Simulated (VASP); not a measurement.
# Na4PrF in VASP: further runs

Runs on Na4PrF. Level: PBE. Tasks: single point.

Program: VASP 6.6.1. These are calculated values, not measurements. Logs are shortened: lines on timing, memory, paths and dates and some standing lists are left out, and cuts for length are marked.

### Step 1. The cell of the first run

It takes space group Cmmm (No. 65, orthorhombic). The conventional cell has a = 10.361 Å, b = 10.372 Å, c = 3.412 Å, α = 90.00°, β = 90.00°, γ = 90.00°. Na (site symmetry m) has 1 F at 2.19 Å and 3 Na at 2.95 to 3.10 Å within 3.1 Å. Within 4.5 Å of Pr (site symmetry mmm) lie 2 Pr at 3.41 Å and 16 Na at 4.30 to 4.31 Å. F (site symmetry mmm) has 4 Na at 2.19 Å within 2.9 Å.

The cell was generated, and may not be a known phase.

### Step 2. Single point, PBE

The input, INCAR:

```
SYSTEM = Na4PrF
PREC     = Accurate       ! precision mode
ENCUT    = 600            ! plane-wave cutoff, eV
EDIFF    = 1E-6           ! SCF threshold, eV
ISMEAR   = 0              ! smearing method
SIGMA    = 0.1            ! smearing width, eV
LREAL    = .False.        ! projectors in reciprocal space
LASPH    = .True.         ! aspherical terms in the spheres
NELM     = 200            ! most SCF steps
ALGO     = Normal         ! electronic algorithm
ISIF     = 2              ! what is computed and relaxed
LWAVE    = .False.        ! write WAVECAR
LCHARG   = .False.        ! write CHGCAR
GGA      = PE             ! functional
NBANDS   = 33             ! bands
GGA_COMPAT= .False.      
LMAXMIX  = 6              ! l up to which the mixer works
```

The input, KPOINTS:

```
Automatic mesh
0
Gamma
  4 4 10
  0 0 0
```

The input, POSCAR:

```
Na4PrF
1.0
    5.1805483823     -5.1859650553      0.0000000000
    5.1805483823      5.1859650553      0.0000000000
    0.0000000000      0.0000000000      3.4115970635
Na Pr F
4 1 1
Direct
    0.2986969934      0.0001536955      0.5000000000
    0.7013030066      0.9998463045      0.5000000000
    0.9998463045      0.7013030066      0.5000000000
    0.0001536955      0.2986969934      0.5000000000
    0.5000000000      0.5000000000      0.0000000000
    0.0000000000      0.0000000000      0.5000000000
```

Potentials or basis: VASP PAW PBE potentials, release 64 (Na_pv, Pr, F).

Run with:

```sh
cat potpaw_PBE.64/Na_pv/POTCAR potpaw_PBE.64/Pr/POTCAR potpaw_PBE.64/F/POTCAR > POTCAR
mpirun -np 1 vasp_std > vasp.out
```

OUTCAR:

```text
SYSTEM = Na4PrF
   PREC = Accurate
   ENCUT = 600
   EDIFF = 1E-6
   ISMEAR = 0
   LREAL = .False.
   LASPH = .True.
   NELM = 200
   ISIF = 2
   GGA = PE

 ion  position               nearest neighbor table
   1  0.299  0.000  0.500-   6 2.19
   2  0.701  1.000  0.500-   6 2.19
   3  1.000  0.701  0.500-   6 2.19
   4  0.000  0.299  0.500-   6 2.19
   5  0.500  0.500  0.000-
   6  0.000  0.000  0.500-   1 2.19   2 2.19   3 2.19   4 2.19

  LATTYP: Found a base centered orthorhombic cell.
 ALAT       =    10.3610967646
 B/A-ratio  =     1.0010455791
 C/A-ratio  =     0.3292698776

  Lattice vectors:

 A1 = (   5.1805483823,  -5.1859650553,   0.0000000000)
 A2 = (   5.1805483823,   5.1859650553,   0.0000000000)
 A3 = (   0.0000000000,   0.0000000000,   3.4115970635)

Analysis of symmetry for initial positions (statically):
=====================================================================
 Subroutine PRICEL returns:
 Original cell was already a primitive cell.

 Routine SETGRP: Setting up the symmetry group for a
 base centered orthorhombic supercell.

 Subroutine GETGRP returns: Found  8 space group operations
 (whereof  8 operations were pure point group operations)
 out of a pool of  8 trial point group operations.

The static configuration has the point symmetry D_2h.

Analysis of symmetry for dynamics (positions and initial velocities):
=====================================================================
 Subroutine PRICEL returns:
 Original cell was already a primitive cell.

 Routine SETGRP: Setting up the symmetry group for a
 base centered orthorhombic supercell.

 Subroutine GETGRP returns: Found  8 space group operations
 (whereof  8 operations were pure point group operations)
 out of a pool of  8 trial point group operations.

The dynamic configuration has the point symmetry D_2h.

 Subroutine INISYM returns: Found  8 space group operations
 (whereof  8 operations are pure point group operations),
 and found     1 'primitive' translations

----------------------------------------------------------------------------------------

                                     Primitive cell

  volume of cell :     183.3129

  direct lattice vectors                    reciprocal lattice vectors
     5.180548382 -5.185965055  0.000000000     0.096514879 -0.096414070  0.000000000
     5.180548382  5.185965055  0.000000000     0.096514879  0.096414070  0.000000000
     0.000000000  0.000000000  3.411597063     0.000000000  0.000000000  0.293117851

  length of vectors
     7.330232950  7.330232950  3.411597063     0.136421387  0.136421387  0.293117851

  position of ions in fractional coordinates (direct lattice)
     0.298696993  0.000153696  0.500000000
     0.701303007  0.999846304  0.500000000
     0.999846304  0.701303007  0.500000000
     0.000153696  0.298696993  0.500000000
     0.500000000  0.500000000  0.000000000
     0.000000000  0.000000000  0.500000000

  ion indices of the primitive-cell ions
   primitive index   ion index
                 1           1
                 2           2
                 3           3
                 4           4
                 5           5
                 6           6

----------------------------------------------------------------------------------------

 KPOINTS: Automatic mesh

Automatic generation of k-mesh.
 Grid dimensions read from file:
 generate k-points for:    4    4   10

 Generating k-lattice:

  Cartesian coordinates                     Fractional coordinates (reciprocal lattice)
     0.024128720 -0.024103518  0.000000000     0.250000000 -0.000000000  0.000000000
     0.024128720  0.024103518  0.000000000    -0.000000000  0.250000000  0.000000000
     0.000000000  0.000000000  0.029311785     0.000000000  0.000000000  0.100000000

  Length of vectors
     0.034105347  0.034105347  0.029311785

  Shift w.r.t. Gamma in fractional coordinates (k-lattice)
     0.000000000  0.000000000  0.000000000

 Subroutine IBZKPT returns following result:
 ===========================================

 Found     42 irreducible k-points:

 Following reciprocal coordinates:
            Coordinates               Weight
  0.000000  0.000000  0.000000      1.000000
  0.250000  0.000000  0.000000      4.000000
  0.500000  0.000000  0.000000      2.000000
  0.250000  0.250000  0.000000      2.000000
  0.500000  0.250000  0.000000      4.000000
 -0.250000  0.250000  0.000000      2.000000
[... 16 lines left out ...]
  0.250000  0.000000  0.300000      8.000000
  0.500000  0.000000  0.300000      4.000000
 [... further k-points ...]
   k-points           NKPTS =     42   k-points in BZ     NKDIM =     42   number of bands    NBANDS=     33
   number of dos      NEDOS =    301   number of ions     NIONS =      6
   total plane-waves  NPLWV = 100800
   dimension x,y,z NGX =    60 NGY =   60 NGZ =   28
   dimension x,y,z NGXF=   120 NGYF=  120 NGZF=   56
   ions per type =               4   1   1
   NGX,Y,Z   is equivalent  to a cutoff of  13.61, 13.61, 13.64 a.u.
   NGXF,Y,Z  is equivalent  to a cutoff of  27.22, 27.22, 27.29 a.u.
 SYSTEM =  Na4PrF
   PREC   = accura    normal or accurate (medium, high low for compatibility)
   ISTART =      0    job   : 0-new  1-cont  2-samecut
   ICHARG =      2    charge: 1-file 2-atom 10-const
   ISPIN  =      1    spin polarized calculation?
   LNONCOLLINEAR =      F non collinear calculations
   LSORBIT =      F    spin-orbit coupling
   LASPH  =      T    aspherical Exc in radial PAW
   ENCUT  =  600.0 eV  44.10 Ry    6.64 a.u.  14.64 14.64  6.81*2*pi/ulx,y,z
   NELM   =    200;   NELMIN=  2; NELMDL= -5     # of ELM steps
   EDIFF  = 0.1E-05   stopping-criterion for ELM
   LREAL  =      F    real-space projection
   EDIFFG = 0.1E-04   stopping-criterion for IOM
   NSW    =      0    number of steps for IOM
   IBRION =     -1    ionic relax: 0-MD 1-quasi-New 2-CG
   NFREE  =      0    steps in history (QN), initial steepest desc. (CG)
   ISIF   =      2    stress and relaxation
   ISYM   =      2    0-nonsym 1-usesym 2-fastsym
   POTIM  = 0.5000    time-step for ionic-motion
   TEBEG  =    0.0;   TEEND  =   0.0 temperature during run
   PSTRESS=    0.0 pullay stress
   NELECT =      48.0000    total number of electrons
   NUPDOWN=      -1.0000    fix difference up-down
   EMIN   =  10.00;   EMAX   =-10.00  energy-range for DOS
   EFERMI =   0.00;   METHOD = LEGACY
   ISMEAR =     0;   SIGMA  =   0.10  broadening in eV -4-tet -1-fermi 0-gaus
   EFERMI_NEDOS =   21; number of points for ismear=-14 and -15
   IALGO  =     38    algorithm
   IMIX   =      4    mixing-type and parameters
     AMIX     =   0.40;   BMIX     =  1.00
     AMIX_MAG =   1.60;   BMIX_MAG =  1.00
  volume/ion in A,a.u.               =      30.55       206.18
  Fermi-wavevector in a.u.,A,eV,Ry     =   1.047348  1.979200 14.924737  1.096937
  Thomas-Fermi vector in A             =   2.182224
   LORBIT       =      0    0 simple, 1 ext, 2 COOP (PROOUT), +10 PAW based schemes
   GGA     = PE    functional components
   LHFCALC =     F    Hartree Fock is set to
   AEXX    =    0.0000 exact exchange contribution
   IVDW    =     0    specifies the selected vdW correction
   LEPSILON=     F    determine dielectric tensor
   LRPA    =     F    only Hartree local field effects (RPA)
 non-spin polarized calculation
 Gauss-broadening in eV      SIGMA  =   0.10
  energy-cutoff  :      600.00
  volume of cell :      183.31
 maximum number of plane-waves:      6160
 NGX is ok and might be reduce to    60
   NGX = 29   NGY = 29   NGZ = 13

 number of electron      48.0000032 magnetization

 Free energy of the ion-electron system (eV)
  ---------------------------------------------------
  ext. energy  EPLUGINS =         0.00000000
  ---------------------------------------------------
  free energy    TOTEN  =       -15.14652095 eV

  energy without entropy =      -14.97431739  energy(sigma->0) =      -15.06041917

 E-fermi :   1.5507     XC(G=0):  -7.3947

 val. band max:        1.5504555314   @ k =   0.5000   0.2500   0.1000
 cond. band min:       1.5507256646   @ k =   0.5000   0.5000   0.1000
 fundamental gap:      0.0002701332
 Fermi energy:         1.5507002743

 k-point     1 :       0.0000    0.0000    0.0000
  band No.  band energies     occupation
      1     -34.6714      2.00000
      2     -23.4450      2.00000
      3     -23.1214      2.00000
      4     -23.1097      2.00000
      5     -23.1097      2.00000
      6     -23.1006      2.00000
[... 25 lines left out ...]
     32       1.9441      0.00000
     33       2.0436      0.00000

 k-point     2 :       0.2500    0.0000    0.0000
  band No.  band energies     occupation
      1     -34.6714      2.00000
      2     -23.4314      2.00000
      3     -23.1249      2.00000
      4     -23.1194      2.00000
      5     -23.1045      2.00000
      6     -23.0995      2.00000
[... 25 lines left out ...]
     32       2.0436      0.00000
     33       2.0636      0.00000

 k-point     3 :       0.5000    0.0000    0.0000
  band No.  band energies     occupation
      1     -34.6715      2.00000
      2     -23.4162      2.00000
      3     -23.1331      2.00000
      4     -23.1272      2.00000
      5     -23.1002      2.00000
      6     -23.0976      2.00000
[... 25 lines left out ...]
     32       2.0437      0.00000
     33       2.1254      0.00000

 k-point     4 :       0.2500    0.2500    0.0000
  band No.  band energies     occupation
      1     -34.6715      2.00000
      2     -23.4166      2.00000
      3     -23.1280      2.00000
      4     -23.1193      2.00000
      5     -23.1098      2.00000
      6     -23.0985      2.00000
[... 673 lines left out ...]
     32       2.8319      0.00000
     33       3.6737      0.00000

 k-point    23 :       0.2500    0.0000    0.3000
  band No.  band energies     occupation
      1     -34.5968      2.00000
      2     -23.4199      2.00000
      3     -23.1317      2.00000
      4     -23.1223      2.00000
      5     -23.1211      2.00000
      6     -23.1157      2.00000
[... 25 lines left out ...]
     32       2.6548      0.00000
     33       3.4778      0.00000

 k-point    24 :       0.5000    0.0000    0.3000
  band No.  band energies     occupation
      1     -34.5968      2.00000
      2     -23.4048      2.00000
      3     -23.1294      2.00000
      4     -23.1290      2.00000
      5     -23.1256      2.00000
      6     -23.1233      2.00000
[... 25 lines left out ...]
     32       2.6304      0.00000
     33       3.1439      0.00000

 [... further k-points ...]

------------------------ aborting loop because EDIFF is reached ----------------------------------------

  FORCE on cell =-STRESS in cart. coord.  units (eV):
  Direction    XX          YY          ZZ          XY          YZ          ZX
  --------------------------------------------------------------------------------------
  -------------------------------------------------------------------------------------
  Total        0.2491818      0.2379654     -0.7723362      0.0000000      0.0000000      0.0000000
  in kB        2.1778797      2.0798466     -6.7503133      0.0000000      0.0000000      0.0000000
  external PRESSURE =      -0.8308623 kB  Pullay stress =       0.0000000 kB

 VOLUME and BASIS-vectors are now :
 -----------------------------------------------------------------------------
  energy-cutoff  :      600.00
  volume of cell :      183.31
      direct lattice vectors                 reciprocal lattice vectors
     5.180548382 -5.185965055  0.000000000     0.096514879 -0.096414070  0.000000000
     5.180548382  5.185965055  0.000000000     0.096514879  0.096414070  0.000000000
     0.000000000  0.000000000  3.411597063     0.000000000  0.000000000  0.293117851

 POSITION                                       TOTAL-FORCE (eV/Angst)
 -----------------------------------------------------------------------------------
      1.54821     -1.54824      1.70580         0.013654     -0.013472      0.000000
      8.81289      1.54824      1.70580        -0.013654      0.013472      0.000000
      8.81289     -1.54824      1.70580        -0.013654     -0.013472      0.000000
      1.54821      1.54824      1.70580         0.013654      0.013472     -0.000000
      5.18055      0.00000      0.00000         0.000000      0.000000      0.000000
      0.00000      0.00000      1.70580         0.000000      0.000000      0.000000
 -----------------------------------------------------------------------------------
    total drift:                               -0.000000     -0.000000      0.000000

  FREE ENERGIE OF THE ION-ELECTRON SYSTEM (eV)
  ---------------------------------------------------
  free  energy   TOTEN  =       -15.1465209527 eV

  energy  without entropy=      -14.9743173912  energy(sigma->0) =      -15.06041917
```

Run time: 11 min. Hardware: 1 thread of AMD EPYC 7R13, shared host; peak memory 0.52 GiB.

Results:

```yaml
Free_energy: -15.1465 eV
Pressure: -0.1 GPa
Largest_force: 0.019 eV/Å
Band_gap_on_the_k_mesh: zero (bands 24 and 25 overlap by 0.14 eV)
```

Forces in eV/Å, atoms in the order of the input:
```
Na   0.014 -0.013  0.000
Na  -0.014  0.013  0.000
Na  -0.014 -0.013  0.000
Na   0.014  0.013  0.000
Pr   0.000  0.000  0.000
F    0.000  0.000  0.000
```

Stress tensor (GPa, compression positive):
```
 0.22  0.00  0.00
 0.00  0.21  0.00
 0.00  0.00 -0.68
```

Caveat: spin-orbit coupling is left out, which moves the levels of the heavy elements; the run has no spin polarisation, though such a crystal can be magnetic; semilocal functionals describe open f shells poorly, which spoils levels, moments and volumes.

(Continued in part 2 of 2.)
